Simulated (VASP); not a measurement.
# I2 in VASP: further runs

The runs below take I2 through single point, relaxation of the atoms, with LDA.

Everything below comes from runs of VASP 6.6.1. Logs are shortened: lines on timing, memory, paths and dates and some standing lists are left out, and cuts for length are marked.

## (1) The cell of the first run

The cell holds a molecule in a box, 2 atoms: a = 12.000 Å, b = 12.300 Å, c = 12.600 Å, α = 90.00°, β = 90.00°, γ = 90.00°.

## (2) Single point, LDA

INCAR

```
PREC = Accurate
ENCUT = 520
EDIFF = 1E-6
ISMEAR = -1
SIGMA = 0.01
LREAL = False
LASPH = True
NELM = 80
ALGO = Normal
ISIF = 2
LWAVE = False
LCHARG = False
GGA = CA
NBANDS = 14
```

KPOINTS

```
Automatic mesh
0
Gamma
  1 1 1
```

POSCAR

```
I
1.0
   12.0000000000      0.0000000000      0.0000000000
    0.0000000000     12.3000000000      0.0000000000
    0.0000000000      0.0000000000     12.6000000000
I
2
Direct
    0.5000000000      0.5000000000      0.3950644160
    0.5000000000      0.5000000000      0.6049355840
```

Potentials or basis: VASP PAW LDA potentials, release 64 (I).

Run with:

```
cat potpaw_LDA.64/I/POTCAR > POTCAR
mpirun -np 1 vasp_gam > vasp.out
```

OUTCAR:

```text
PREC = Accurate
   ENCUT = 520
   EDIFF = 1E-6
   ISMEAR = -1
   LREAL = False
   LASPH = True
   NELM = 80
   ISIF = 2
   GGA = CA

 ion  position               nearest neighbor table
   1  0.500  0.500  0.395-   2 2.64
   2  0.500  0.500  0.605-   1 2.64

  LATTYP: Found a simple orthorhombic cell.
 ALAT       =    12.0000000000
 B/A-ratio  =     1.0250000000
 C/A-ratio  =     1.0500000000

  Lattice vectors:

 A1 = (  12.0000000000,   0.0000000000,   0.0000000000)
 A2 = (   0.0000000000,  12.3000000000,   0.0000000000)
 A3 = (   0.0000000000,   0.0000000000,  12.6000000000)

Analysis of symmetry for initial positions (statically):
=====================================================================
 Subroutine PRICEL returns:
 Original cell was already a primitive cell.

 Routine SETGRP: Setting up the symmetry group for a
 simple orthorhombic supercell.

 Subroutine GETGRP returns: Found  8 space group operations
 (whereof  8 operations were pure point group operations)
 out of a pool of  8 trial point group operations.

The static configuration has the point symmetry D_2h.

Analysis of symmetry for dynamics (positions and initial velocities):
=====================================================================
 Subroutine PRICEL returns:
 Original cell was already a primitive cell.

 Routine SETGRP: Setting up the symmetry group for a
 simple orthorhombic supercell.

 Subroutine GETGRP returns: Found  8 space group operations
 (whereof  8 operations were pure point group operations)
 out of a pool of  8 trial point group operations.

The dynamic configuration has the point symmetry D_2h.

 Subroutine INISYM returns: Found  8 space group operations
 (whereof  8 operations are pure point group operations),
 and found     1 'primitive' translations

----------------------------------------------------------------------------------------

                                     Primitive cell

  volume of cell :    1859.7600

  direct lattice vectors                    reciprocal lattice vectors
    12.000000000  0.000000000  0.000000000     0.083333333  0.000000000  0.000000000
     0.000000000 12.300000000  0.000000000     0.000000000  0.081300813  0.000000000
     0.000000000  0.000000000 12.600000000     0.000000000  0.000000000  0.079365079

  length of vectors
    12.000000000 12.300000000 12.600000000     0.083333333  0.081300813  0.079365079

  position of ions in fractional coordinates (direct lattice)
     0.500000000  0.500000000  0.395064416
     0.500000000  0.500000000  0.604935584

  ion indices of the primitive-cell ions
   primitive index   ion index
                 1           1
                 2           2

----------------------------------------------------------------------------------------

 KPOINTS: Automatic mesh

Automatic generation of k-mesh.
 Grid dimensions read from file:
 generate k-points for:    1    1    1

 Generating k-lattice:

  Cartesian coordinates                     Fractional coordinates (reciprocal lattice)
     0.083333333  0.000000000  0.000000000     1.000000000  0.000000000  0.000000000
     0.000000000  0.081300813  0.000000000     0.000000000  1.000000000  0.000000000
     0.000000000  0.000000000  0.079365079     0.000000000  0.000000000  1.000000000

  Length of vectors
     0.083333333  0.081300813  0.079365079

  Shift w.r.t. Gamma in fractional coordinates (k-lattice)
     0.000000000  0.000000000  0.000000000

 Subroutine IBZKPT returns following result:
 ===========================================

 Found      1 irreducible k-points:

 Following reciprocal coordinates:
            Coordinates               Weight
  0.000000  0.000000  0.000000      1.000000
   k-points           NKPTS =      1   k-points in BZ     NKDIM =      1   number of bands    NBANDS=     14
   number of dos      NEDOS =    301   number of ions     NIONS =      2
   total plane-waves  NPLWV = 829440
   dimension x,y,z NGX =    90 NGY =   96 NGZ =   96
   dimension x,y,z NGXF=   180 NGYF=  192 NGZF=  192
   ions per type =               2
   NGX,Y,Z   is equivalent  to a cutoff of  12.47, 12.98, 12.67 a.u.
   NGXF,Y,Z  is equivalent  to a cutoff of  24.94, 25.95, 25.33 a.u.
 SYSTEM =  unknown system
   PREC   = accura    normal or accurate (medium, high low for compatibility)
   ISTART =      0    job   : 0-new  1-cont  2-samecut
   ICHARG =      2    charge: 1-file 2-atom 10-const
   ISPIN  =      1    spin polarized calculation?
   LNONCOLLINEAR =      F non collinear calculations
   LSORBIT =      F    spin-orbit coupling
   LASPH  =      T    aspherical Exc in radial PAW
   ENCUT  =  520.0 eV  38.22 Ry    6.18 a.u.  22.31 22.87 23.43*2*pi/ulx,y,z
   NELM   =     80;   NELMIN=  2; NELMDL= -5     # of ELM steps
   EDIFF  = 0.1E-05   stopping-criterion for ELM
   LREAL  =      F    real-space projection
   EDIFFG = 0.1E-04   stopping-criterion for IOM
   NSW    =      0    number of steps for IOM
   IBRION =     -1    ionic relax: 0-MD 1-quasi-New 2-CG
   NFREE  =      0    steps in history (QN), initial steepest desc. (CG)
   ISIF   =      2    stress and relaxation
   ISYM   =      2    0-nonsym 1-usesym 2-fastsym
   POTIM  = 0.5000    time-step for ionic-motion
   TEBEG  =    0.0;   TEEND  =   0.0 temperature during run
   PSTRESS=    0.0 pullay stress
   NELECT =      14.0000    total number of electrons
   NUPDOWN=      -1.0000    fix difference up-down
   EMIN   =  10.00;   EMAX   =-10.00  energy-range for DOS
   EFERMI =   0.00;   METHOD = LEGACY
   ISMEAR =    -1;   SIGMA  =   0.01  broadening in eV -4-tet -1-fermi 0-gaus
   EFERMI_NEDOS =   21; number of points for ismear=-14 and -15
   IALGO  =     38    algorithm
   IMIX   =      4    mixing-type and parameters
     AMIX     =   0.40;   BMIX     =  1.00
     AMIX_MAG =   1.60;   BMIX_MAG =  1.00
  volume/ion in A,a.u.               =     929.88      6275.14
  Fermi-wavevector in a.u.,A,eV,Ry     =   0.320847  0.606314  1.400625  0.102943
  Thomas-Fermi vector in A             =   1.207823
   LORBIT       =      0    0 simple, 1 ext, 2 COOP (PROOUT), +10 PAW based schemes
   GGA     = CA    functional components
   LHFCALC =     F    Hartree Fock is set to
   AEXX    =    0.0000 exact exchange contribution
   IVDW    =     0    specifies the selected vdW correction
   LEPSILON=     F    determine dielectric tensor
   LRPA    =     F    only Hartree local field effects (RPA)
 non-spin polarized calculation
  energy-cutoff  :      520.00
  volume of cell :     1859.76
 maximum number of plane-waves:     25042
 NGX is ok and might be reduce to    90
   NGX = 45   NGY = 45   NGZ = 47

 number of electron      14.0000002 magnetization

 Free energy of the ion-electron system (eV)
  ---------------------------------------------------
  ext. energy  EPLUGINS =         0.00000000
  ---------------------------------------------------
  free energy    TOTEN  =        -2.99550363 eV

  energy without entropy =       -2.99550363  energy(sigma->0) =       -2.99550363

 E-fermi :  -5.7109     XC(G=0):  -0.7639

 val. band max:       -6.0146988930   @ k =   0.0000   0.0000   0.0000
 cond. band min:      -4.1579381356   @ k =   0.0000   0.0000   0.0000
 fundamental gap:      1.8567607573
 Fermi energy:        -5.7108670340

 k-point     1 :       0.0000    0.0000    0.0000
  band No.  band energies     occupation
      1     -18.8013      2.00000
      2     -16.4596      2.00000
      3      -9.4687      2.00000
      4      -7.7170      2.00000
      5      -7.7170      2.00000
      6      -6.0147      2.00000
      7      -6.0147      2.00000
      8      -4.1579      0.00000
      9      -0.3652      0.00000
     10       0.5711      0.00000
     11       0.7463      0.00000
     12       0.8455      0.00000
     13       0.8582      0.00000
     14       0.8802      0.00000

------------------------ aborting loop because EDIFF is reached ----------------------------------------

  FORCE on cell =-STRESS in cart. coord.  units (eV):
  Direction    XX          YY          ZZ          XY          YZ          ZX
  --------------------------------------------------------------------------------------
  -------------------------------------------------------------------------------------
  Total       -0.0002364     -0.0003678      0.0160477      0.0000000      0.0000000      0.0000000
  in kB       -0.0002036     -0.0003168      0.0138250      0.0000000      0.0000000      0.0000000
  external PRESSURE =       0.0044349 kB  Pullay stress =       0.0000000 kB

 VOLUME and BASIS-vectors are now :
 -----------------------------------------------------------------------------
  energy-cutoff  :      520.00
  volume of cell :     1859.76
      direct lattice vectors                 reciprocal lattice vectors
    12.000000000  0.000000000  0.000000000     0.083333333  0.000000000  0.000000000
     0.000000000 12.300000000  0.000000000     0.000000000  0.081300813  0.000000000
     0.000000000  0.000000000 12.600000000     0.000000000  0.000000000  0.079365079

 POSITION                                       TOTAL-FORCE (eV/Angst)
 -----------------------------------------------------------------------------------
      6.00000      6.15000      4.97781         0.000000      0.000000     -0.005165
      6.00000      6.15000      7.62219         0.000000      0.000000      0.005165
 -----------------------------------------------------------------------------------
    total drift:                                0.000000     -0.000000      0.000000

  FREE ENERGIE OF THE ION-ELECTRON SYSTEM (eV)
  ---------------------------------------------------
  free  energy   TOTEN  =        -2.9955036337 eV

  energy  without entropy=       -2.9955036337  energy(sigma->0) =       -2.99550363
```

Wall time 64 s (1 thread of Intel Xeon Platinum 8259CL at 2.50GHz (Skylake/Cascade Lake), shared host); peak memory 0.81 GiB.

What came out:

| Quantity | Value |
| --- | --- |
| Free energy | -2.9955 eV |
| Largest force | 0.005 eV/Å |
| Gap between the frontier levels | 1.86 eV |

Forces on the atoms (eV/Å):
```
I    0.000  0.000 -0.005
I    0.000  0.000  0.005
```

Levels at points of the mesh, in eV from the valence-band top:
| k point | band 4 | band 5 | band 6 | band 7 | band 8 | band 9 | band 10 | band 11 |
| --- | --- | --- | --- | --- | --- | --- | --- | --- |
| (0.00, 0.00, 0.00) | -1.70 | -1.70 | 0.00 | 0.00 | 1.86 | 5.65 | 6.59 | 6.76 |

Caveat: spin-orbit coupling is left out, which moves the levels of the heavy elements.

## (3) Single point, LDA

INCAR

```
PREC     = Accurate       # precision mode
ENCUT    = 520            # plane-wave cutoff, eV
EDIFF    = 1E-6           # SCF threshold, eV
ISMEAR   = -1             # smearing method
SIGMA    = 0.01           # smearing width, eV
LREAL    = F              # projectors in reciprocal space
LASPH    = T              # aspherical terms in the spheres
NELM     = 100            # most SCF steps
ALGO     = Normal         # electronic algorithm
ISIF     = 2              # what is computed and relaxed
LWAVE    = F              # write WAVECAR
LCHARG   = F              # write CHGCAR
NBANDS   = 14             # bands
```

KPOINTS

```
regular mesh
0
Gamma
  1 1 1
```

POSCAR is that of step 2.

Potentials or basis: VASP PAW LDA potentials, release 64 (I).

Run with:

```
cat potpaw_LDA.64/I/POTCAR > POTCAR
mpirun -np 1 vasp_gam > vasp.out
```

OUTCAR:

```text
PREC = Accurate
   ENCUT = 520
   EDIFF = 1E-6
   ISMEAR = -1
   LREAL = F
   LASPH = T
   NELM = 100
   ISIF = 2

 ion  position               nearest neighbor table
   1  0.500  0.500  0.395-   2 2.64
   2  0.500  0.500  0.605-   1 2.64

  LATTYP: Found a simple orthorhombic cell.
 ALAT       =    12.0000000000
 B/A-ratio  =     1.0250000000
 C/A-ratio  =     1.0500000000

  Lattice vectors:

 A1 = (  12.0000000000,   0.0000000000,   0.0000000000)
 A2 = (   0.0000000000,  12.3000000000,   0.0000000000)
 A3 = (   0.0000000000,   0.0000000000,  12.6000000000)

Analysis of symmetry for initial positions (statically):
=====================================================================
 Subroutine PRICEL returns:
 Original cell was already a primitive cell.

 Routine SETGRP: Setting up the symmetry group for a
 simple orthorhombic supercell.

 Subroutine GETGRP returns: Found  8 space group operations
 (whereof  8 operations were pure point group operations)
 out of a pool of  8 trial point group operations.
[... 135 lines left out ...]
  free energy    TOTEN  =        -2.99550363 eV

  energy without entropy =       -2.99550363  energy(sigma->0) =       -2.99550363

 E-fermi :  -5.7109     XC(G=0):  -0.7639

 val. band max:       -6.0146988930   @ k =   0.0000   0.0000   0.0000
 cond. band min:      -4.1579381356   @ k =   0.0000   0.0000   0.0000
 fundamental gap:      1.8567607573
 Fermi energy:        -5.7108670340

 k-point     1 :       0.0000    0.0000    0.0000
  band No.  band energies     occupation
      1     -18.8013      2.00000
      2     -16.4596      2.00000
      3      -9.4687      2.00000
      4      -7.7170      2.00000
      5      -7.7170      2.00000
      6      -6.0147      2.00000
      7      -6.0147      2.00000
      8      -4.1579      0.00000
      9      -0.3652      0.00000
     10       0.5711      0.00000
     11       0.7463      0.00000
     12       0.8455      0.00000
     13       0.8582      0.00000
     14       0.8802      0.00000

------------------------ aborting loop because EDIFF is reached ----------------------------------------

  FORCE on cell =-STRESS in cart. coord.  units (eV):
  Direction    XX          YY          ZZ          XY          YZ          ZX
  --------------------------------------------------------------------------------------
  -------------------------------------------------------------------------------------
  Total       -0.0002364     -0.0003678      0.0160477      0.0000000      0.0000000      0.0000000
  in kB       -0.0002036     -0.0003168      0.0138250      0.0000000      0.0000000      0.0000000
  external PRESSURE =       0.0044349 kB  Pullay stress =       0.0000000 kB

 VOLUME and BASIS-vectors are now :
 -----------------------------------------------------------------------------
  energy-cutoff  :      520.00
  volume of cell :     1859.76
      direct lattice vectors                 reciprocal lattice vectors
    12.000000000  0.000000000  0.000000000     0.083333333  0.000000000  0.000000000
     0.000000000 12.300000000  0.000000000     0.000000000  0.081300813  0.000000000
     0.000000000  0.000000000 12.600000000     0.000000000  0.000000000  0.079365079

 POSITION                                       TOTAL-FORCE (eV/Angst)
 -----------------------------------------------------------------------------------
      6.00000      6.15000      4.97781         0.000000      0.000000     -0.005165
      6.00000      6.15000      7.62219         0.000000      0.000000      0.005165
 -----------------------------------------------------------------------------------
    total drift:                                0.000000     -0.000000      0.000000

  FREE ENERGIE OF THE ION-ELECTRON SYSTEM (eV)
  ---------------------------------------------------
  free  energy   TOTEN  =        -2.9955036337 eV

  energy  without entropy=       -2.9955036337  energy(sigma->0) =       -2.99550363
```

OSZICAR:

```text
N       E                     dE             d eps       ncg     rms          rms(c)
DAV:   1     0.131746021981E+03    0.13175E+03   -0.26626E+03    28   0.548E+02
DAV:   2     0.291287043655E+02   -0.10262E+03   -0.10076E+03    44   0.784E+01
DAV:   3    -0.232839809643E+01   -0.31457E+02   -0.31375E+02    48   0.604E+01
[... 13 lines left out ...]
DAV:  17    -0.299547882449E+01   -0.12141E-04   -0.40077E-07    34   0.283E-03    0.299E-03
DAV:  18    -0.299549477966E+01   -0.15955E-04   -0.70888E-07    34   0.341E-03    0.312E-03
DAV:  19    -0.299549943029E+01   -0.46506E-05   -0.15079E-07    34   0.160E-03    0.188E-03
DAV:  20    -0.299550321775E+01   -0.37875E-05   -0.88242E-08    26   0.120E-03    0.187E-03
DAV:  21    -0.299550363366E+01   -0.41591E-06   -0.25218E-09    26   0.459E-04
   1 F= -.29955036E+01 E0= -.29955036E+01  d E =-.800005E-13
```

stdout:

```text
POSCAR found type information on POSCAR I
 POSCAR found :  1 types and       2 ions
 scaLAPACK will be used
 LDA part: xc-table for (Slater(with rela. corr.)+CA(PZ))
 , standard interpolation
 POSCAR, INCAR and KPOINTS ok, starting setup
 FFT: planning ... GRIDC
 FFT: planning ... GRID_SOFT
 FFT: planning ... GRID
 WAVECAR not read
 entering main loop
```

Wall time 64 s (1 thread of Intel Xeon Platinum 8259CL at 2.50GHz (Skylake/Cascade Lake), shared host); peak memory 0.81 GiB.

Results:

| Item | Value |
| --- | --- |
| Free energy | -2.9955 eV |
| Largest force | 0.005 eV/Å |
| Gap between the frontier levels | 1.86 eV |

Forces on the atoms (eV/Å):
```
I    0.000  0.000 -0.005
I    0.000  0.000  0.005
```

Caveat: spin-orbit coupling is left out, which moves the levels of the heavy elements.

[end of part 1 of 2]
